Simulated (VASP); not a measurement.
# GaSb (F-43m) in VASP: further runs

GaSb is run at these levels: PBEsol, LDA, PBE; tasks: single point.

All numbers are computed with VASP 6.6.1; they aren't measurements. Logs are shortened: lines on timing, memory, paths and dates and some standing lists are left out, and cuts for length are marked.

### 1 The cell of the first run

It takes space group F-43m (No. 216, cubic). The conventional cell has a = 6.132 Å, b = 6.132 Å, c = 6.132 Å, α = 90.00°, β = 90.00°, γ = 90.00°. Ga (site symmetry -43m) has 4 Sb at 2.66 Å within 3.5 Å. Within 3.5 Å of Sb (site symmetry -43m) lie 4 Ga at 2.66 Å.

### 2 Single point, PBEsol

INCAR

```
PREC = Accurate ; ENCUT = 500
EDIFF = 1E-6 ; ISMEAR = -1
SIGMA = 0.02 ; LREAL = False
LASPH = True ; NELM = 120
ALGO = Normal ; ISIF = 2
LWAVE = False ; LCHARG = False
GGA = PS ; NBANDS = 16
GGA_COMPAT = False
```

KPOINTS

```
Automatic mesh
0
Gamma
  4 4 4
```

POSCAR

```
GaSb
1.0
    0.0000000000      3.0658788003      3.0658788003
    3.0658788003      0.0000000000      3.0658788003
    3.0658788003      3.0658788003      0.0000000000
Ga Sb
1 1
Direct
    0.0000000000      0.0000000000      0.0000000000
    0.2500000000      0.2500000000      0.2500000000
```

Potentials or basis: VASP PAW PBE potentials, release 64 (Ga_d, Sb).

Run with:

```
$ cat potpaw_PBE.64/Ga_d/POTCAR potpaw_PBE.64/Sb/POTCAR > POTCAR
$ mpirun -np 1 vasp_std > vasp.out
```

OUTCAR:

```text
PREC = Accurate
   ENCUT = 500
   EDIFF = 1E-6
   ISMEAR = -1
   LREAL = False
   LASPH = True
   NELM = 120
   ISIF = 2
   GGA = PS

 ion  position               nearest neighbor table
   1  0.000  0.000  0.000-   2 2.66   2 2.66   2 2.66   2 2.66
   2  0.250  0.250  0.250-   1 2.66   1 2.66   1 2.66   1 2.66

  LATTYP: Found a face centered cubic cell.
 ALAT       =     6.1317576006

  Lattice vectors:

 A1 = (   0.0000000000,   3.0658788003,   3.0658788003)
 A2 = (   3.0658788003,   0.0000000000,   3.0658788003)
 A3 = (   3.0658788003,   3.0658788003,   0.0000000000)

Analysis of symmetry for initial positions (statically):
=====================================================================
 Subroutine PRICEL returns:
 Original cell was already a primitive cell.

 Routine SETGRP: Setting up the symmetry group for a
 face centered cubic supercell.

 Subroutine GETGRP returns: Found 24 space group operations
 (whereof 24 operations were pure point group operations)
 out of a pool of 48 trial point group operations.

The static configuration has the point symmetry T_d .

Analysis of symmetry for dynamics (positions and initial velocities):
=====================================================================
 Subroutine PRICEL returns:
 Original cell was already a primitive cell.

 Routine SETGRP: Setting up the symmetry group for a
 face centered cubic supercell.

 Subroutine GETGRP returns: Found 24 space group operations
 (whereof 24 operations were pure point group operations)
 out of a pool of 48 trial point group operations.

The dynamic configuration has the point symmetry T_d .

 Subroutine INISYM returns: Found 24 space group operations
 (whereof 24 operations are pure point group operations),
 and found     1 'primitive' translations

----------------------------------------------------------------------------------------

                                     Primitive cell

  volume of cell :      57.6361

  direct lattice vectors                    reciprocal lattice vectors
     0.000000000  3.065878800  3.065878800    -0.163085377  0.163085377  0.163085377
     3.065878800  0.000000000  3.065878800     0.163085377 -0.163085377  0.163085377
     3.065878800  3.065878800  0.000000000     0.163085377  0.163085377 -0.163085377

  length of vectors
     4.335807380  4.335807380  4.335807380     0.282472159  0.282472159  0.282472159

  position of ions in fractional coordinates (direct lattice)
     0.000000000  0.000000000  0.000000000
     0.250000000  0.250000000  0.250000000

  ion indices of the primitive-cell ions
   primitive index   ion index
                 1           1
                 2           2

----------------------------------------------------------------------------------------

 KPOINTS: Automatic mesh

Automatic generation of k-mesh.
 Grid dimensions read from file:
 generate k-points for:    4    4    4

 Generating k-lattice:

  Cartesian coordinates                     Fractional coordinates (reciprocal lattice)
    -0.040771344  0.040771344  0.040771344     0.250000000  0.000000000  0.000000000
     0.040771344 -0.040771344  0.040771344     0.000000000  0.250000000  0.000000000
     0.040771344  0.040771344 -0.040771344     0.000000000  0.000000000  0.250000000

  Length of vectors
     0.070618040  0.070618040  0.070618040

  Shift w.r.t. Gamma in fractional coordinates (k-lattice)
     0.000000000  0.000000000  0.000000000

 Subroutine IBZKPT returns following result:
 ===========================================

 Found      8 irreducible k-points:

 Following reciprocal coordinates:
            Coordinates               Weight
  0.000000  0.000000  0.000000      1.000000
  0.250000  0.000000  0.000000      8.000000
  0.500000  0.000000  0.000000      4.000000
  0.250000  0.250000  0.000000      6.000000
  0.500000  0.250000  0.000000     24.000000
 -0.250000  0.250000  0.000000     12.000000
  0.500000  0.500000  0.000000      3.000000
 -0.250000  0.500000  0.250000      6.000000
   k-points           NKPTS =      8   k-points in BZ     NKDIM =      8   number of bands    NBANDS=     16
   number of dos      NEDOS =    301   number of ions     NIONS =      2
   total plane-waves  NPLWV =  32768
   dimension x,y,z NGX =    32 NGY =   32 NGZ =   32
   dimension x,y,z NGXF=    64 NGYF=   64 NGZF=   64
   ions per type =               1   1
   NGX,Y,Z   is equivalent  to a cutoff of  12.27, 12.27, 12.27 a.u.
   NGXF,Y,Z  is equivalent  to a cutoff of  24.54, 24.54, 24.54 a.u.
 SYSTEM =  unknown system
   PREC   = accura    normal or accurate (medium, high low for compatibility)
   ISTART =      0    job   : 0-new  1-cont  2-samecut
   ICHARG =      2    charge: 1-file 2-atom 10-const
   ISPIN  =      1    spin polarized calculation?
   LNONCOLLINEAR =      F non collinear calculations
   LSORBIT =      F    spin-orbit coupling
   LASPH  =      T    aspherical Exc in radial PAW
   ENCUT  =  500.0 eV  36.75 Ry    6.06 a.u.   7.91  7.91  7.91*2*pi/ulx,y,z
   NELM   =    120;   NELMIN=  2; NELMDL= -5     # of ELM steps
   EDIFF  = 0.1E-05   stopping-criterion for ELM
   LREAL  =      F    real-space projection
   EDIFFG = 0.1E-04   stopping-criterion for IOM
   NSW    =      0    number of steps for IOM
   IBRION =     -1    ionic relax: 0-MD 1-quasi-New 2-CG
   NFREE  =      0    steps in history (QN), initial steepest desc. (CG)
   ISIF   =      2    stress and relaxation
   ISYM   =      2    0-nonsym 1-usesym 2-fastsym
   POTIM  = 0.5000    time-step for ionic-motion
   TEBEG  =    0.0;   TEEND  =   0.0 temperature during run
   PSTRESS=    0.0 pullay stress
   NELECT =      18.0000    total number of electrons
   NUPDOWN=      -1.0000    fix difference up-down
   EMIN   =  10.00;   EMAX   =-10.00  energy-range for DOS
   EFERMI =   0.00;   METHOD = LEGACY
   ISMEAR =    -1;   SIGMA  =   0.02  broadening in eV -4-tet -1-fermi 0-gaus
   EFERMI_NEDOS =   21; number of points for ismear=-14 and -15
   IALGO  =     38    algorithm
   IMIX   =      4    mixing-type and parameters
     AMIX     =   0.40;   BMIX     =  1.00
     AMIX_MAG =   1.60;   BMIX_MAG =  1.00
  volume/ion in A,a.u.               =      28.82       194.47
  Fermi-wavevector in a.u.,A,eV,Ry     =   1.110710  2.098938 16.785191  1.233677
  Thomas-Fermi vector in A             =   2.247265
   LORBIT       =      0    0 simple, 1 ext, 2 COOP (PROOUT), +10 PAW based schemes
   GGA     = PS    functional components
   LHFCALC =     F    Hartree Fock is set to
   AEXX    =    0.0000 exact exchange contribution
   IVDW    =     0    specifies the selected vdW correction
   LEPSILON=     F    determine dielectric tensor
   LRPA    =     F    only Hartree local field effects (RPA)
 non-spin polarized calculation
  energy-cutoff  :      500.00
  volume of cell :       57.64
 maximum number of plane-waves:      1476
   NGX = 15   NGY = 15   NGZ = 15

 number of electron      17.9999989 magnetization

 Free energy of the ion-electron system (eV)
  ---------------------------------------------------
  ext. energy  EPLUGINS =         0.00000000
  ---------------------------------------------------
  free energy    TOTEN  =        -7.95245295 eV

  energy without entropy =       -7.95120277  energy(sigma->0) =       -7.95182786

 E-fermi :   4.7189     XC(G=0):  -9.2116

 val. band max:        4.7043858221   @ k =   0.0000   0.0000   0.0000
 cond. band min:       5.0255971201   @ k =   0.5000   0.0000   0.0000
 fundamental gap:      0.3212112980
 Fermi energy:         4.7189183319

 k-point     1 :       0.0000    0.0000    0.0000
  band No.  band energies     occupation
      1     -10.3005      2.00000
      2     -10.3005      2.00000
      3     -10.3005      2.00000
      4     -10.2520      2.00000
      5     -10.2520      2.00000
      6      -6.7547      2.00000
      7       4.6432      1.95560
      8       4.7044      1.34813
      9       4.7044      1.34813
     10       4.7044      1.34813
     11       7.4407      0.00000
     12       7.4407      0.00000
     13       7.4407      0.00000
     14      10.3207      0.00000
     15      13.2709      0.00000
     16      13.2709      0.00000

 k-point     2 :       0.2500    0.0000    0.0000
  band No.  band energies     occupation
      1     -10.3143      2.00000
      2     -10.2947      2.00000
      3     -10.2947      2.00000
      4     -10.2524      2.00000
      5     -10.2524      2.00000
      6      -6.1418      2.00000
      7       0.6590      2.00000
      8       4.0024      2.00000
      9       4.0024      2.00000
     10       5.4345      0.00000
     11       8.2992      0.00000
     12       8.2992      0.00000
     13       9.8075      0.00000
     14      11.7391      0.00000
     15      12.2225      0.00000
     16      12.2225      0.00000

 k-point     3 :       0.5000    0.0000    0.0000
  band No.  band energies     occupation
      1     -10.3277      2.00000
      2     -10.2900      2.00000
      3     -10.2900      2.00000
      4     -10.2517      2.00000
      5     -10.2517      2.00000
      6      -5.1360      2.00000
      7      -1.6705      2.00000
      8       3.5517      2.00000
      9       3.5517      2.00000
     10       5.0256      0.00000
     11       8.3990      0.00000
     12       8.3990      0.00000
     13      11.0138      0.00000
     14      13.9159      0.00000
     15      14.5194      0.00000
     16      14.5194      0.00000

 k-point     4 :       0.2500    0.2500    0.0000
  band No.  band energies     occupation
      1     -10.3241      2.00000
      2     -10.2886      2.00000
      3     -10.2886      2.00000
      4     -10.2573      2.00000
      5     -10.2499      2.00000
      6      -5.9233      2.00000
      7       0.6251      2.00000
      8       3.0372      2.00000
      9       3.0372      2.00000
     10       5.8894      0.00000
     11       7.3378      0.00000
     12      10.1582      0.00000
     13      10.1582      0.00000
     14      11.0850      0.00000
     15      13.6344      0.00000
     16      14.0728      0.00000

 k-point     5 :       0.5000    0.2500    0.0000
  band No.  band energies     occupation
      1     -10.3348      2.00000
      2     -10.2846      2.00000
      3     -10.2827      2.00000
      4     -10.2577      2.00000
      5     -10.2502      2.00000
      6      -4.8357      2.00000
      7      -1.4678      2.00000
      8       1.6017      2.00000
      9       2.7135      2.00000
     10       6.2254      0.00000
     11       8.5715      0.00000
     12       9.7908      0.00000
     13      10.4751      0.00000
     14      13.6457      0.00000
     15      14.7058      0.00000
     16      15.0054      0.00000

 k-point     6 :      -0.2500    0.2500    0.0000
  band No.  band energies     occupation
      1     -10.3278      2.00000
      2     -10.2880      2.00000
      3     -10.2879      2.00000
      4     -10.2536      2.00000
      5     -10.2529      2.00000
      6      -5.2560      2.00000
      7      -0.8333      2.00000
      8       1.4904      2.00000
      9       3.4785      2.00000
     10       6.6321      0.00000
     11       9.2542      0.00000
     12       9.3281      0.00000
     13       9.6708      0.00000
     14      11.6921      0.00000
     15      13.1782      0.00000
     16      15.1709      0.00000

 k-point     7 :       0.5000    0.5000    0.0000
  band No.  band energies     occupation
      1     -10.3448      2.00000
      2     -10.2762      2.00000
      3     -10.2762      2.00000
      4     -10.2639      2.00000
      5     -10.2479      2.00000
      6      -4.3103      2.00000
      7      -2.1126      2.00000
      8       2.1304      2.00000
      9       2.1304      2.00000
     10       5.5365      0.00000
     11       5.8568      0.00000
     12      13.3128      0.00000
     13      13.3128      0.00000
     14      14.6309      0.00000
     15      15.3796      0.00000
     16      15.9396      0.00000

 k-point     8 :      -0.2500    0.5000    0.2500
  band No.  band energies     occupation
      1     -10.3382      2.00000
      2     -10.2842      2.00000
      3     -10.2780      2.00000
      4     -10.2580      2.00000
      5     -10.2516      2.00000
      6      -4.2654      2.00000
      7      -1.9808      2.00000
      8       1.3450      2.00000
      9       1.5620      2.00000
     10       8.3295      0.00000
     11       8.9346      0.00000
     12       9.0351      0.00000
     13       9.3705      0.00000
     14      14.5518      0.00000
     15      14.6607      0.00000
     16      16.0173      0.00000

------------------------ aborting loop because EDIFF is reached ----------------------------------------

  FORCE on cell =-STRESS in cart. coord.  units (eV):
  Direction    XX          YY          ZZ          XY          YZ          ZX
  --------------------------------------------------------------------------------------
  -------------------------------------------------------------------------------------
  Total        0.1164181      0.1164181      0.1164181      0.0000000     -0.0000000     -0.0000000
  in kB        3.2362045      3.2362045      3.2362045      0.0000000     -0.0000000     -0.0000000
  external PRESSURE =       3.2362045 kB  Pullay stress =       0.0000000 kB

 VOLUME and BASIS-vectors are now :
 -----------------------------------------------------------------------------
  energy-cutoff  :      500.00
  volume of cell :       57.64
      direct lattice vectors                 reciprocal lattice vectors
     0.000000000  3.065878800  3.065878800    -0.163085377  0.163085377  0.163085377
     3.065878800  0.000000000  3.065878800     0.163085377 -0.163085377  0.163085377
     3.065878800  3.065878800  0.000000000     0.163085377  0.163085377 -0.163085377

 POSITION                                       TOTAL-FORCE (eV/Angst)
 -----------------------------------------------------------------------------------
      0.00000      0.00000      0.00000        -0.000000     -0.000000     -0.000000
      1.53294      1.53294      1.53294         0.000000      0.000000      0.000000
 -----------------------------------------------------------------------------------
    total drift:                                0.000000      0.000000      0.000000

  FREE ENERGIE OF THE ION-ELECTRON SYSTEM (eV)
  ---------------------------------------------------
  free  energy   TOTEN  =        -7.9524529454 eV

  energy  without entropy=       -7.9512027704  energy(sigma->0) =       -7.95182786
```

Wall time 6.8 s (1 thread of AMD EPYC 7R13 (Zen 3), shared host); peak memory 0.14 GiB.

Results:

```yaml
Free_energy: -7.9525 eV
Pressure: 0.3 GPa
Band_gap_on_the_k_mesh: zero (filled and empty bands touch)
```

Caveat: the k points lie up to 0.44 Å⁻¹ apart; semilocal functionals underestimate gaps, so a narrow gap can read as zero; the PAW data sets were made with another functional, which shifts forces and pressure a little; spin-orbit coupling is left out, which moves the levels of the heavy elements.

### 3 Single point, LDA

INCAR

```
SYSTEM = GaSb
  PREC = Accurate
  ENCUT = 500
  EDIFF = 1E-6
  ISMEAR = -1
  SIGMA = 0.02
  LREAL = .False.
  LASPH = .True.
  NELM = 120
  ALGO = Normal
  ISIF = 2
  LWAVE = .False.
  LCHARG = .False.
  GGA = CA
  NBANDS = 16
  GGA_COMPAT = .False.
```

KPOINTS

```
Automatic mesh
0
Gamma
  4 4 4
  0 0 0
```

POSCAR is that of step 2.

Potentials or basis: VASP PAW LDA potentials, release 64 (Ga_d, Sb).

Run with:

```
$ cat potpaw_LDA.64/Ga_d/POTCAR potpaw_LDA.64/Sb/POTCAR > POTCAR
$ mpirun -np 1 vasp_std > vasp.out
```

Wall time 5.5 s (1 thread of AMD EPYC 7R13 (Zen 3), shared host); peak memory 0.12 GiB.

It converged, with:

```
Free energy            : -8.4587 eV
Pressure               : -1.2 GPa
Band gap on the k mesh : zero (filled and empty bands touch)
```

Levels at points of the mesh, in eV from the Fermi level:
```csv
k point,band 5,band 6,band 7,band 8,band 9,band 10,band 11,band 12,band 13,band 14
"(0.00, 0.00, 0.00)",-15.12,-11.49,-0.19,-0.01,-0.01,-0.01,2.71,2.71,2.71,5.56
"(0.50, 0.00, 0.00)",-15.12,-9.88,-6.40,-1.16,-1.16,0.25,3.68,3.68,6.27,9.12
"(0.50, 0.50, 0.00)",-15.12,-9.06,-6.85,-2.58,-2.58,0.80,1.13,8.50,8.50,9.82
```

Caveat: the k points lie up to 0.44 Å⁻¹ apart; semilocal functionals underestimate gaps, so a narrow gap can read as zero; spin-orbit coupling is left out, which moves the levels of the heavy elements.

### 4 Single point, PBEsol

INCAR

```
ALGO = Normal ; EDIFF = 1E-6
ENCUT = 500 ; GGA = PS
GGA_COMPAT = F ; ISIF = 2
ISMEAR = -1 ; LASPH = T
LCHARG = F ; LREAL = F
LWAVE = F ; NBANDS = 16
NELM = 120 ; PREC = Accurate
SIGMA = 0.02
```

KPOINTS

```
k-points
0
Gamma
  6 6 6
```

POSCAR is that of step 3.

Potentials or basis: VASP PAW PBE potentials, release 64 (Ga_d, Sb).

Run with:

```
$ cat potpaw_PBE.64/Ga_d/POTCAR potpaw_PBE.64/Sb/POTCAR > POTCAR
$ mpirun -np 1 vasp_std > vasp.out
```

Wall time 11 s (1 thread of AMD EPYC 7R13 (Zen 3), shared host); peak memory 0.15 GiB.

It converged, with:

- Free energy: -8.1217 eV
- Pressure: -0.3 GPa
- Band gap on the k mesh: zero (filled and empty bands touch)

Levels at points of the mesh, in eV from the Fermi level:
| k point | band 7 | band 8 | band 9 | band 10 | band 11 | band 12 |
| --- | --- | --- | --- | --- | --- | --- |
| (0.00, 0.00, 0.00) | -0.07 | -0.01 | -0.01 | -0.01 | 2.74 | 2.74 |
| (0.50, 0.00, 0.00) | -6.38 | -1.16 | -1.16 | 0.32 | 3.70 | 3.70 |
| (0.50, 0.50, 0.00) | -6.82 | -2.58 | -2.58 | 0.83 | 1.15 | 8.60 |

Caveat: semilocal functionals underestimate gaps, so a narrow gap can read as zero; the PAW data sets were made with another functional, which shifts forces and pressure a little; spin-orbit coupling is left out, which moves the levels of the heavy elements.

### 5 Single point, PBE, non-collinear spin, zero start, spin-orbit coupling

INCAR

```
SYSTEM = GaSb
PREC = Accurate
ENCUT = 500
EDIFF = 1E-6
ISMEAR = -1
SIGMA = 0.02
LREAL = .False.
LASPH = .True.
NELM = 200
ALGO = Normal
ISIF = 2
LWAVE = .False.
LCHARG = .True.
MAGMOM = 0 0 0 0 0 0
LORBIT = 11
LSORBIT = .True.
GGA_COMPAT = .False.
LORBMOM = .True.
GGA = PE
LVHAR = .True.
NBANDS = 30
```

KPOINTS

```
Automatic mesh
0
Gamma
  4 4 4
  0 0 0
```

POSCAR is that of step 4.

Run with:

```
$ cat potpaw_PBE.64/Ga_d/POTCAR potpaw_PBE.64/Sb/POTCAR > POTCAR
$ mpirun -np 1 vasp_ncl > vasp.out
```

Run time: 31 s. Hardware: 1 thread of AMD EPYC 7R13 (Zen 3), shared host; peak memory 0.27 GiB.

Results (log left out):

- Free energy: -7.2360 eV
- Pressure: 2.8 GPa
- Net moment: 0.00 μB per cell
- Valence electrons inside the program's atomic spheres: Ga 11.63; Sb 2.51

Moments on the atoms (μB; x, y, z):
```
Ga  0.00 0.00 0.00
Sb  0.00 0.00 0.00
```

Caveat: the k points lie up to 0.44 Å⁻¹ apart.

### 6 Summary

```csv
level,potentials or basis,spin,k mesh,gap on the mesh (eV),pressure (GPa)
PBEsol,"VASP PAW PBE potentials, release 64 (Ga_d, Sb)",off,4 × 4 × 4,none,0.3
LDA,"VASP PAW LDA potentials, release 64 (Ga_d, Sb)",off,4 × 4 × 4,none,-1.2
PBEsol,"VASP PAW PBE potentials, release 64 (Ga_d, Sb)",off,6 × 6 × 6,none,-0.3
PBE,"VASP PAW PBE potentials, release 64 (Ga_d, Sb)","non-collinear, zero start, SOC",4 × 4 × 4,-,2.8
```

Alike in all rows: task single point; cell as given; cutoff (eV) 500; smearing fermi-dirac 0.02 eV.

Caveats: some runs use coarse meshes; semilocal functionals underestimate gaps, so a narrow gap can read as zero (at least some runs); spin-orbit coupling is left out, which moves the levels of the heavy elements (at least some runs); the PAW data sets were made with another functional, which shifts forces and pressure a little (at least some runs).

Absolute energies hang on the potentials; compare differences alone.
